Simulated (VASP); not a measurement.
# Ni (Fm-3m) in VASP: a series of runs, part 2 of 2

VASP 6.6.1. Earlier steps stand in the parts before.

**5. Single point, PBE**

INCAR reads:

```
SYSTEM = Ni
ALGO = Normal
EDIFF = 1E-6
ENCUT = 520
GGA = PE
ISIF = 2
ISMEAR = 1
LASPH = .TRUE.
LCHARG = .FALSE.
LREAL = .FALSE.
LWAVE = .FALSE.
NBANDS = 11
NELM = 60
PREC = Accurate
SIGMA = 0.03
```

KPOINTS reads:

```
k-points
0
G
  15 15 15
  0 0 0
```

POSCAR reads:

```
Ni
1.0
    0.0000000000      1.7572466680      1.7572466680
    1.7572466680      0.0000000000      1.7572466680
    1.7572466680      1.7572466680      0.0000000000
Ni
1
Direct
    0.0000000000      0.0000000000      0.0000000000
```

Potentials or basis: VASP PAW PBE potentials, release 64 (Ni).

On the command line:

```console
$ cat potpaw_PBE.64/Ni/POTCAR > POTCAR
$ mpirun -np 1 vasp_std > vasp.out
```

OUTCAR:

```text
SYSTEM = Ni
   EDIFF = 1E-6
   ENCUT = 520
   GGA = PE
   ISIF = 2
   ISMEAR = 1
   LASPH = .TRUE.
   LREAL = .FALSE.
   NELM = 60
   PREC = Accurate

 ion  position               nearest neighbor table
   1  0.000  0.000  0.000-

  LATTYP: Found a face centered cubic cell.
 ALAT       =     3.5144933360

  Lattice vectors:

 A1 = (   0.0000000000,   1.7572466680,   1.7572466680)
 A2 = (   1.7572466680,   0.0000000000,   1.7572466680)
 A3 = (   1.7572466680,   1.7572466680,   0.0000000000)

Analysis of symmetry for initial positions (statically):
=====================================================================
 Subroutine PRICEL returns:
 Original cell was already a primitive cell.

 Routine SETGRP: Setting up the symmetry group for a
 face centered cubic supercell.

 Subroutine GETGRP returns: Found 48 space group operations
 (whereof 48 operations were pure point group operations)
 out of a pool of 48 trial point group operations.

The static configuration has the point symmetry O_h .

Analysis of symmetry for dynamics (positions and initial velocities):
=====================================================================
 Subroutine PRICEL returns:
 Original cell was already a primitive cell.

 Routine SETGRP: Setting up the symmetry group for a
 face centered cubic supercell.

 Subroutine GETGRP returns: Found 48 space group operations
 (whereof 48 operations were pure point group operations)
 out of a pool of 48 trial point group operations.

The dynamic configuration has the point symmetry O_h .

 Subroutine INISYM returns: Found 48 space group operations
 (whereof 48 operations are pure point group operations),
 and found     1 'primitive' translations

----------------------------------------------------------------------------------------

                                     Primitive cell

  volume of cell :      10.8525

  direct lattice vectors                    reciprocal lattice vectors
     0.000000000  1.757246668  1.757246668    -0.284536035  0.284536035  0.284536035
     1.757246668  0.000000000  1.757246668     0.284536035 -0.284536035  0.284536035
     1.757246668  1.757246668  0.000000000     0.284536035  0.284536035 -0.284536035

  length of vectors
     2.485122070  2.485122070  2.485122070     0.492830870  0.492830870  0.492830870

  position of ions in fractional coordinates (direct lattice)
     0.000000000  0.000000000  0.000000000

  ion indices of the primitive-cell ions
   primitive index   ion index
                 1           1

----------------------------------------------------------------------------------------

 KPOINTS: k-points

Automatic generation of k-mesh.
 Grid dimensions read from file:
 generate k-points for:   15   15   15

 Generating k-lattice:

  Cartesian coordinates                     Fractional coordinates (reciprocal lattice)
    -0.018969069  0.018969069  0.018969069     0.066666667  0.000000000  0.000000000
     0.018969069 -0.018969069  0.018969069     0.000000000  0.066666667  0.000000000
     0.018969069  0.018969069 -0.018969069     0.000000000  0.000000000  0.066666667

  Length of vectors
     0.032855391  0.032855391  0.032855391

  Shift w.r.t. Gamma in fractional coordinates (k-lattice)
     0.000000000  0.000000000  0.000000000

 Subroutine IBZKPT returns following result:
 ===========================================

 Found    120 irreducible k-points:

 Following reciprocal coordinates:
            Coordinates               Weight
  0.000000  0.000000  0.000000      1.000000
  0.066667  0.000000  0.000000      8.000000
  0.133333  0.000000  0.000000      8.000000
  0.200000  0.000000  0.000000      8.000000
  0.266667  0.000000  0.000000      8.000000
  0.333333  0.000000  0.000000      8.000000
[... 16 lines left out ...]
  0.133333  0.133333  0.000000      6.000000
  0.200000  0.133333  0.000000     24.000000
 [... further k-points ...]
   k-points           NKPTS =    120   k-points in BZ     NKDIM =    120   number of bands    NBANDS=     11
   number of dos      NEDOS =    301   number of ions     NIONS =      1
   total plane-waves  NPLWV =   5832
   dimension x,y,z NGX =    18 NGY =   18 NGZ =   18
   dimension x,y,z NGXF=    36 NGYF=   36 NGZF=   36
   ions per type =               1
   NGX,Y,Z   is equivalent  to a cutoff of  12.04, 12.04, 12.04 a.u.
   NGXF,Y,Z  is equivalent  to a cutoff of  24.08, 24.08, 24.08 a.u.
 SYSTEM =  Ni
   PREC   = accura    normal or accurate (medium, high low for compatibility)
   ISTART =      0    job   : 0-new  1-cont  2-samecut
   ICHARG =      2    charge: 1-file 2-atom 10-const
   ISPIN  =      1    spin polarized calculation?
   LNONCOLLINEAR =      F non collinear calculations
   LSORBIT =      F    spin-orbit coupling
   LASPH  =      T    aspherical Exc in radial PAW
   ENCUT  =  520.0 eV  38.22 Ry    6.18 a.u.   4.62  4.62  4.62*2*pi/ulx,y,z
   NELM   =     60;   NELMIN=  2; NELMDL= -5     # of ELM steps
   EDIFF  = 0.1E-05   stopping-criterion for ELM
   LREAL  =      F    real-space projection
   EDIFFG = 0.1E-04   stopping-criterion for IOM
   NSW    =      0    number of steps for IOM
   IBRION =     -1    ionic relax: 0-MD 1-quasi-New 2-CG
   NFREE  =      0    steps in history (QN), initial steepest desc. (CG)
   ISIF   =      2    stress and relaxation
   ISYM   =      2    0-nonsym 1-usesym 2-fastsym
   POTIM  = 0.5000    time-step for ionic-motion
   TEBEG  =    0.0;   TEEND  =   0.0 temperature during run
   PSTRESS=    0.0 pullay stress
   NELECT =      10.0000    total number of electrons
   NUPDOWN=      -1.0000    fix difference up-down
   EMIN   =  10.00;   EMAX   =-10.00  energy-range for DOS
   EFERMI =   0.00;   METHOD = LEGACY
   ISMEAR =     1;   SIGMA  =   0.03  broadening in eV -4-tet -1-fermi 0-gaus
   EFERMI_NEDOS =   21; number of points for ismear=-14 and -15
   IALGO  =     38    algorithm
   IMIX   =      4    mixing-type and parameters
     AMIX     =   0.40;   BMIX     =  1.00
     AMIX_MAG =   1.60;   BMIX_MAG =  1.00
  volume/ion in A,a.u.               =      10.85        73.24
  Fermi-wavevector in a.u.,A,eV,Ry     =   1.593060  3.010447 34.529407  2.537840
  Thomas-Fermi vector in A             =   2.691349
   LORBIT       =      0    0 simple, 1 ext, 2 COOP (PROOUT), +10 PAW based schemes
   GGA     = PE    functional components
   LHFCALC =     F    Hartree Fock is set to
   AEXX    =    0.0000 exact exchange contribution
   IVDW    =     0    specifies the selected vdW correction
   LEPSILON=     F    determine dielectric tensor
   LRPA    =     F    only Hartree local field effects (RPA)
 non-spin polarized calculation
 Methfessel and Paxton  Order N= 1 SIGMA  =   0.03
  energy-cutoff  :      520.00
  volume of cell :       10.85
 maximum number of plane-waves:       303
   NGX =  9   NGY =  9   NGZ =  9

 number of electron      10.0000013 magnetization

 Free energy of the ion-electron system (eV)
  ---------------------------------------------------
  ext. energy  EPLUGINS =         0.00000000
  ---------------------------------------------------
  free energy    TOTEN  =        -5.41577269 eV

  energy without entropy =       -5.41589067  energy(sigma->0) =       -5.41581201

 E-fermi :   9.2075     XC(G=0): -13.2684

 val. band max:        9.2075284044   @ k =   0.4667   0.0667   0.0000
 cond. band min:       9.2238385725   @ k =  -0.4000   0.4000   0.0000
 fundamental gap:      0.0163101680
 Fermi energy:         9.2075310732

 k-point     1 :       0.0000    0.0000    0.0000
  band No.  band energies     occupation
      1       0.3666      2.00000
      2       7.3682      2.00000
      3       7.3682      2.00000
      4       7.3682      2.00000
      5       8.4710      2.00000
      6       8.4710      2.00000
      7      33.0737      0.00000
      8      37.0290      0.00000
      9      37.0290      0.00000
     10      37.0290      0.00000
     11      40.0394      0.00000

 k-point     2 :       0.0667    0.0000    0.0000
  band No.  band energies     occupation
      1       0.5408      2.00000
      2       7.3204      2.00000
      3       7.4076      2.00000
      4       7.4076      2.00000
      5       8.4542      2.00000
      6       8.4542      2.00000
      7      32.5002      0.00000
      8      35.1074      0.00000
      9      36.6416      0.00000
     10      36.6416      0.00000
     11      40.6196      0.00000
[... 295 lines left out ...]
 k-point    24 :       0.2000    0.1333    0.0000
  band No.  band energies     occupation
      1       1.8733      2.00000
      2       6.8789      2.00000
      3       7.7175      2.00000
      4       7.7545      2.00000
      5       8.1222      2.00000
      6       8.6520      2.00000
      7      29.1690      0.00000
      8      31.7546      0.00000
      9      32.1363      0.00000
     10      34.4297      0.00000
     11      38.9831      0.00000

 [... further k-points ...]
[... 5 lines left out ...]
  --------------------------------------------------------------------------------------
  -------------------------------------------------------------------------------------
  Total       -0.0533428     -0.0533428     -0.0533428     -0.0000000      0.0000000     -0.0000000
  in kB       -7.8751317     -7.8751317     -7.8751317     -0.0000000      0.0000000     -0.0000000
  external PRESSURE =      -7.8751317 kB  Pullay stress =       0.0000000 kB

 VOLUME and BASIS-vectors are now :
 -----------------------------------------------------------------------------
  energy-cutoff  :      520.00
  volume of cell :       10.85
      direct lattice vectors                 reciprocal lattice vectors
     0.000000000  1.757246668  1.757246668    -0.284536035  0.284536035  0.284536035
     1.757246668  0.000000000  1.757246668     0.284536035 -0.284536035  0.284536035
     1.757246668  1.757246668  0.000000000     0.284536035  0.284536035 -0.284536035

 POSITION                                       TOTAL-FORCE (eV/Angst)
 -----------------------------------------------------------------------------------
      0.00000      0.00000      0.00000         0.000000     -0.000000      0.000000
 -----------------------------------------------------------------------------------
    total drift:                                0.000000     -0.000000      0.000000

  FREE ENERGIE OF THE ION-ELECTRON SYSTEM (eV)
  ---------------------------------------------------
  free  energy   TOTEN  =        -5.4157726891 eV

  energy  without entropy=       -5.4158906654  energy(sigma->0) =       -5.41581201
```

OSZICAR:

```text
N       E                     dE             d eps       ncg     rms          rms(c)
DAV:   1     0.286430596392E+02    0.28643E+02   -0.49497E+03  2726   0.124E+03
DAV:   2    -0.549976883474E+01   -0.34143E+02   -0.32259E+02  2727   0.171E+02
DAV:   3    -0.644987743424E+01   -0.95011E+00   -0.93370E+00  2970   0.329E+01
DAV:   4    -0.645808435277E+01   -0.82069E-02   -0.82049E-02  2996   0.274E+00
DAV:   5    -0.645826183519E+01   -0.17748E-03   -0.17748E-03  3048   0.381E-01    0.971E+00
DAV:   6    -0.577455338670E+01    0.68371E+00   -0.15374E+01  3171   0.546E+01    0.583E+00
DAV:   7    -0.543363345751E+01    0.34092E+00   -0.27302E+00  3150   0.214E+01    0.168E+00
DAV:   8    -0.541761810705E+01    0.16015E-01   -0.22282E-02  3706   0.143E+00    0.483E-01
DAV:   9    -0.541575968049E+01    0.18584E-02   -0.27347E-03  3937   0.376E-01    0.823E-02
DAV:  10    -0.541577474167E+01   -0.15061E-04   -0.21445E-05  2800   0.614E-02    0.250E-02
DAV:  11    -0.541577259966E+01    0.21420E-05   -0.17218E-07  2103   0.428E-03    0.277E-03
DAV:  12    -0.541577268910E+01   -0.89439E-07   -0.34455E-08  1479   0.151E-03
   1 F= -.54157727E+01 E0= -.54158120E+01  d E =0.117976E-03
```

stdout:

```text
POSCAR found type information on POSCAR Ni
 POSCAR found :  1 types and       1 ions
 scaLAPACK will be used
 LDA part: xc-table for (Slater+PW92), standard interpolation
 POSCAR, INCAR and KPOINTS ok, starting setup
 FFT: planning ... GRIDC
 FFT: planning ... GRID_SOFT
 FFT: planning ... GRID
 WAVECAR not read
 entering main loop
```

It took 31 s on 1 thread of AMD EPYC 7R13, shared host; peak memory 0.1 GiB.

Results:

```
Free energy            : -5.4158 eV
Pressure               : -0.8 GPa
Band gap on the k mesh : zero (band 5 reaches 9.37 eV, above the bottom of band 6 at 8.43 eV)
```

Caveat: the run has no spin polarisation, though such a crystal can be magnetic.

**6. Single point, PBE**

INCAR reads:

```
SYSTEM = Ni
PREC = Accurate
ENCUT = 520
EDIFF = 1E-6
ISMEAR = 1
SIGMA = 0.1
LREAL = .FALSE.
LASPH = .TRUE.
NELM = 100
ALGO = Normal
ISIF = 2
LWAVE = .FALSE.
LCHARG = .TRUE.
GGA = PE
LELF = .TRUE.
LVHAR = .TRUE.
NBANDS = 11
```

KPOINTS reads:

```
Automatic mesh
0
G
  15 15 15
  0 0 0
```

POSCAR is that of step 5.

Potentials or basis: VASP PAW PBE potentials, release 64 (Ni).

On the command line:

```console
$ cat potpaw_PBE.64/Ni/POTCAR > POTCAR
$ mpirun -np 1 vasp_std > vasp.out
```

It took 33 s on 1 thread of AMD EPYC 7R13, shared host; peak memory 0.1 GiB.

The run converged. Its results:

- Free energy: -5.4158 eV
- Pressure: -0.7 GPa
- Band gap on the k mesh: zero (band 5 reaches 9.37 eV, above the bottom of band 6 at 8.43 eV)

Levels at points of the mesh, in eV from the Fermi level:
```csv
k point,band 2,band 3,band 4,band 5,band 6,band 7,band 8,band 9
"(0.00, 0.00, 0.00)",-1.84,-1.84,-1.84,-0.74,-0.74,23.86,27.82,27.82
```

Caveat: the run has no spin polarisation, though such a crystal can be magnetic. Spin polarisation is off, so any magnetic state and its effect on volume and gap are missing.

**7. The runs side by side**

```csv
smearing,gap on the mesh (eV),pressure (GPa)
gaussian 0.6 eV,none,1.7
gaussian 1 eV,none,4.3
methfessel-paxton 0.01 eV,none,-0.8
methfessel-paxton 0.03 eV,none,-0.8
methfessel-paxton 0.1 eV,none,-0.7
```

Alike in all rows: task single point; level PBE; potentials or basis VASP PAW PBE potentials, release 64 (Ni); no spin polarisation; cell as given; k mesh 15 × 15 × 15; cutoff (eV) 520.

Every run on the cell as given and a fine mesh finds a metal.

Caveats: the run has no spin polarisation, though such a crystal can be magnetic.

Absolute energies hang on the potentials; compare differences alone.
